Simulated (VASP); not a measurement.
# W2Cl3 (P-3m1) in VASP: further runs, part 2 of 2

VASP 6.6.1.

## 4. Single point, PBE, collinear spin

This run uses another cell than the first one, of 22.37 Å³/atom.

INCAR reads:

```
PREC     = Accurate       # precision mode
ENCUT    = 520            # plane-wave cutoff, eV
EDIFF    = 1E-6           # SCF threshold, eV
ISMEAR   = 0              # smearing method
SIGMA    = 0.1            # smearing width, eV
LREAL    = F              # projectors in reciprocal space
LASPH    = T              # aspherical terms in the spheres
NELM     = 150            # most SCF steps
ALGO     = Normal         # electronic algorithm
ISIF     = 2              # what is computed and relaxed
LWAVE    = F              # write WAVECAR
LCHARG   = F              # write CHGCAR
ISPIN    = 2              # spin polarisation
MAGMOM   = 2.35 2.35 0 0 0 # initial moments
LORBIT   = 11             # projections on sites
LMAXMIX  = 4              # l up to which the mixer works
GGA      = PE             # functional
NBANDS   = 36             # bands
```

KPOINTS reads:

```
Automatic mesh
0
Gamma
  6 6 4
```

POSCAR reads:

```
W2Cl3
1.0
    3.8434616817      0.0000000000      0.0000000000
   -1.9217308409      3.3285354549      0.0000000000
    0.0000000000      0.0000000000      8.7448083135
W Cl
2 3
Direct
    0.3333333333      0.6666666667      0.1015756880
    0.6666666667      0.3333333333      0.8984243120
    0.0000000000      0.0000000000      0.0000000000
    0.3333333333      0.6666666667      0.7099483443
    0.6666666667      0.3333333333      0.2900516557
```

Launch:

```console
$ cat potpaw_PBE.64/W_sv/POTCAR potpaw_PBE.64/Cl/POTCAR > POTCAR
$ mpirun -np 1 vasp_std > vasp.out
```

Run time: 5.7 min. Hardware: 1 thread of Intel Xeon 8259CL, shared host; peak memory 0.36 GiB.

The run converged. Its results:

```yaml
Free_energy: -28.0329 eV
Pressure: 0.5 GPa
Largest_force: 0.058 eV/Å
Net_moment: 0.00 μB per cell
Valence_electrons_inside_the_program's_atomic_spheres: W 12.00; Cl 5.01, 5.08 (each value once)
```

Forces on the atoms (eV/Å):
```
W    0.000  0.000  0.058
W    0.000  0.000 -0.058
Cl   0.000  0.000  0.000
Cl   0.000  0.000 -0.021
Cl   0.000  0.000  0.021
```

Stress tensor (GPa, compression positive):
```
0.63 0.00 0.00
0.00 0.63 0.00
0.00 0.00 0.28
```

Levels at points of the mesh, in eV from the Fermi level:
Spin up:
| k point | band 23 | band 24 | band 25 | band 26 | band 27 | band 28 |
| --- | --- | --- | --- | --- | --- | --- |
| (0.00, 0.00, 0.00) | -1.04 | -0.67 | 0.34 | 0.34 | 1.22 | 1.22 |
| (0.50, 0.00, 0.00) | -1.07 | -0.61 | -0.50 | 0.56 | 1.04 | 1.73 |
| (0.00, 0.00, 0.50) | -1.03 | -0.44 | 0.35 | 0.35 | 1.23 | 1.23 |
| (0.50, 0.00, 0.50) | -1.06 | -0.62 | -0.50 | 0.44 | 1.12 | 1.70 |
Spin down:
```
           k point  band 22  band 23  band 24  band 25  band 26  band 27  band 28  band 29
(0.00, 0.00, 0.00)    -3.43    -1.04    -0.67     0.35     0.35     1.22     1.22     1.65
(0.50, 0.00, 0.00)    -1.80    -1.07    -0.60    -0.50     0.56     1.04     1.73     2.18
(0.00, 0.00, 0.50)    -3.43    -1.03    -0.44     0.35     0.35     1.23     1.23     1.71
(0.50, 0.00, 0.50)    -1.80    -1.06    -0.62    -0.50     0.44     1.12     1.70     2.20
```

Caveat: spin-orbit coupling is left out, which moves the levels of the heavy elements; this functional lacks dispersion, which binds layers or chains, so the pressure and a relaxed spacing across them are unreliable.

## 5. Relaxation of cell and atoms, PBE

This run uses another cell than the first one, of 22.37 Å³/atom.

INCAR reads:

```
SYSTEM = W2Cl3
PREC = Accurate
ENCUT = 600
EDIFF = 1E-6
ISMEAR = 0
SIGMA = 0.1
LREAL = .False.
LASPH = .True.
NELM = 80
ALGO = Normal
ISIF = 3
LWAVE = .False.
LCHARG = .False.
GGA = PE
IBRION = 2
NSW = 100
EDIFFG = -0.01
```

KPOINTS reads:

```
regular mesh
0
Gamma
  12 12 4
  0 0 0
```

POSCAR is that of step 4.

Potentials or basis: VASP PAW PBE potentials, release 64 (W_sv, Cl).

Launch:

```console
$ cat potpaw_PBE.64/W_sv/POTCAR potpaw_PBE.64/Cl/POTCAR > POTCAR
$ mpirun -np 1 vasp_std > vasp.out
```

OUTCAR:

```text
SYSTEM = W2Cl3
   PREC = Accurate
   ENCUT = 600
   EDIFF = 1E-6
   ISMEAR = 0
   LREAL = .False.
   LASPH = .True.
   NELM = 80
   ISIF = 3
   GGA = PE
   IBRION = 2
   NSW = 100
   EDIFFG = -0.01

 ion  position               nearest neighbor table
   1  0.333  0.667  0.102-   3 2.39   3 2.39   3 2.39   5 2.76   5 2.76   5 2.76   2 2.84   2 2.84
                             2 2.84
   2  0.667  0.333  0.898-   3 2.39   3 2.39   3 2.39   4 2.76   4 2.76   4 2.76   1 2.84   1 2.84
                             1 2.84
   3  0.000  0.000  0.000-   1 2.39   2 2.39   2 2.39   1 2.39   2 2.39   1 2.39
   4  0.333  0.667  0.710-   2 2.76   2 2.76   2 2.76
   5  0.667  0.333  0.290-   1 2.76   1 2.76   1 2.76

  LATTYP: Found a hexagonal cell.
 ALAT       =     3.8434616817
 C/A-ratio  =     2.2752427467

  Lattice vectors:

 A1 = (   3.8434616817,   0.0000000000,   0.0000000000)
 A2 = (  -1.9217308409,   3.3285354549,   0.0000000000)
 A3 = (   0.0000000000,   0.0000000000,   8.7448083135)

Analysis of symmetry for initial positions (statically):
=====================================================================
 Subroutine PRICEL returns:
 Original cell was already a primitive cell.

 Routine SETGRP: Setting up the symmetry group for a
 hexagonal supercell.

 Subroutine GETGRP returns: Found 12 space group operations
[... 180 lines left out ...]
  -------------------------------------------------------------------------------------
  Total        0.4422922      0.4422922      0.3158792     -0.0000000      0.0000000      0.0000000
  in kB        6.3342294      6.3342294      4.5238223     -0.0000000      0.0000000      0.0000000
  external PRESSURE =       5.7307604 kB  Pullay stress =       0.0000000 kB
[... 143 lines left out ...]
--------------------------------------- Ionic step        5  -------------------------------------------

 number of electron      49.0000003 magnetization

 Free energy of the ion-electron system (eV)
  ---------------------------------------------------
  ext. energy  EPLUGINS =         0.00000000
  ---------------------------------------------------
  free energy    TOTEN  =       -28.03058487 eV

  energy without entropy =      -28.00633689  energy(sigma->0) =      -28.01846088

 E-fermi :   5.8032     XC(G=0):  -9.5296

 val. band max:        5.8028520736   @ k =   0.3333   0.0833   0.5000
 cond. band min:       5.8040689646   @ k =  -0.0833   0.4167   0.2500
 fundamental gap:      0.0012168910
 Fermi energy:         5.8031561564

 k-point     1 :       0.0000    0.0000    0.0000
  band No.  band energies     occupation
      1     -68.8617      2.00000
      2     -68.8072      2.00000
      3     -33.2481      2.00000
      4     -33.2481      2.00000
      5     -33.2029      2.00000
      6     -33.0474      2.00000
[... 757 lines left out ...]
     28       7.2080      0.00000
     29       7.4280      0.00000

 [... further k-points ...]

------------------------ aborting loop because EDIFF is reached ----------------------------------------

  FORCE on cell =-STRESS in cart. coord.  units (eV):
  Direction    XX          YY          ZZ          XY          YZ          ZX
  --------------------------------------------------------------------------------------
  -------------------------------------------------------------------------------------
  Total        0.0076971      0.0076971      0.0014531     -0.0000000      0.0000000      0.0000000
  in kB        0.1098456      0.1098456      0.0207368     -0.0000000      0.0000000      0.0000000
  external PRESSURE =       0.0801427 kB  Pullay stress =       0.0000000 kB
[... 20 lines left out ...]
  FREE ENERGIE OF THE ION-ELECTRON SYSTEM (eV)
  ---------------------------------------------------
  free  energy   TOTEN  =       -28.0305848690 eV

  energy  without entropy=      -28.0063368870  energy(sigma->0) =      -28.01846088

 reached required accuracy - stopping structural energy minimisation
```

CONTCAR:

```text
W2Cl3
   1.00000000000000
     3.8507983219678579   -0.0000000000001102    0.0000000000000000
    -1.9253991610341199    3.3348891717508815   -0.0000000000000000
     0.0000000000000000    0.0000000000000000    8.7422518903498609
  W               Cl
     2     3
Direct
     0.3333333332999970    0.6666666667000030    0.1022987795969117
     0.6666666667000030    0.3333333332999970    0.8977012204030883
     0.0000000000000000    0.0000000000000000    0.0000000000000000
     0.3333333332999970    0.6666666667000030    0.7102613791658778
     0.6666666667000030    0.3333333332999970    0.2897386208341222

  0.00000000E+00  0.00000000E+00  0.00000000E+00
  0.00000000E+00  0.00000000E+00  0.00000000E+00
  0.00000000E+00  0.00000000E+00  0.00000000E+00
  0.00000000E+00  0.00000000E+00  0.00000000E+00
  0.00000000E+00  0.00000000E+00  0.00000000E+00
```

Run time: 20 min. Hardware: 1 thread of Intel Xeon 8259CL, shared host; peak memory 0.43 GiB.

What came out:

```
Free energy                           : -28.0306 eV
Relaxed volume                        : 22.45 Å³/atom
Relaxed cell                          : a = 3.851 Å, b = 3.851 Å, c = 8.742 Å, α = 90.00°, β = 90.00°, γ = 120.00°
Space group after relaxing (to 0.1 Å) : P-3m1 (No. 164)
Energy gained by relaxing             : 0.4 meV/atom
Ionic steps                           : 5
Pressure after relaxing               : 0.0 GPa
Band gap on the k mesh                : zero (an odd number of electrons rules out a gap without spin polarisation)
```

The path:
| step | energy change (eV) | largest force (eV/Å) | pressure (GPa) | volume (Å³) |
| --- | --- | --- | --- | --- |
| 1 | 0.0000 | 0.1714 | 0.57 | 111.87 |
| 2 | 0.0010 | 0.1553 | -0.84 | 113.17 |
| 3 | -0.0016 | 0.0291 | -0.06 | 112.44 |
| 4 | -0.0018 | 0.0161 | -0.03 | 112.36 |
| 5 | -0.0019 | 0.0009 | 0.01 | 112.27 |

Final structure:
```yaml
crystal:
  lattice:
    - [3.85080, 0.00000, 0.00000]
    - [-1.92540, 3.33489, 0.00000]
    - [0.00000, 0.00000, 8.74225]
  atoms:
    - { symbol: W, position: [0.33333, 0.66667, 0.10230] }
    - { symbol: W, position: [0.66667, 0.33333, 0.89770] }
    - { symbol: Cl, position: [0.00000, 0.00000, 0.00000] }
    - { symbol: Cl, position: [0.33333, 0.66667, 0.71026] }
    - { symbol: Cl, position: [0.66667, 0.33333, 0.28974] }
```

Levels at points of the mesh, in eV from the Fermi level:
```tsv
k point	band 21	band 22	band 23	band 24	band 25	band 26	band 27	band 28	band 29
(0.00, 0.00, 0.00)	-3.38	-3.38	-1.01	-0.68	0.35	0.35	1.20	1.20	1.64
(0.50, 0.00, 0.00)	-3.25	-1.76	-1.04	-0.58	-0.48	0.59	1.03	1.74	2.18
(0.00, 0.00, 0.50)	-3.38	-3.38	-1.00	-0.45	0.36	0.36	1.21	1.21	1.71
(0.50, 0.00, 0.50)	-3.25	-1.76	-1.02	-0.59	-0.48	0.47	1.11	1.71	2.19
```

Caveat: spin-orbit coupling is left out, which moves the levels of the heavy elements; this functional lacks dispersion, which binds layers or chains, so the pressure and a relaxed spacing across them are unreliable; an odd number of electrons without spin polarisation forces a metal; a magnetic or distorted state may lie lower.

## 6. Summary

| task | spin | cell | k mesh | cutoff (eV) | gap on the mesh (eV) | pressure (GPa) | largest force (eV/Å) |
| --- | --- | --- | --- | --- | --- | --- | --- |
| single point | off | a = 4.302, b = 4.302, c = 6.693 Å, angles 90.0, 90.0, 120.0°, 5 atoms, atomic positions A | 6 × 6 × 4 | 520 | none | -12.3 | 0.19 |
| single point | off | a = 3.839, b = 3.839, c = 8.760 Å, angles 90.0, 90.0, 120.0°, 5 atoms, atomic positions B | 12 × 12 × 4 | 520 | none | 0.4 | 0.06 |
| single point | collinear | a = 3.843, b = 3.843, c = 8.745 Å, angles 90.0, 90.0, 120.0°, 5 atoms, atomic positions C | 6 × 6 × 4 | 520 | none | 0.5 | 0.06 |
| relaxation of cell and atoms | off | relaxed from a = 3.843, b = 3.843, c = 8.745 Å, angles 90.0, 90.0, 120.0°, 5 atoms, atomic positions C | 12 × 12 × 4 | 600 | none | 0.0 | - |

Alike in all rows: level PBE; potentials or basis VASP PAW PBE potentials, release 64 (W_sv, Cl); smearing gaussian 0.1 eV.

Caveats: spin-orbit coupling is left out, which moves the levels of the heavy elements; an odd number of electrons without spin polarisation forces a metal (at least some runs); a magnetic or distorted state may lie lower (at least some runs); this functional lacks dispersion, which binds layers or chains, so the pressure and a relaxed spacing across them are unreliable (at least some runs); the cell stands under tension (at least some runs).

Absolute energies hang on the potentials; compare differences alone.

The gap in the log of VASP goes by the Fermi energy; the results here count the filled bands.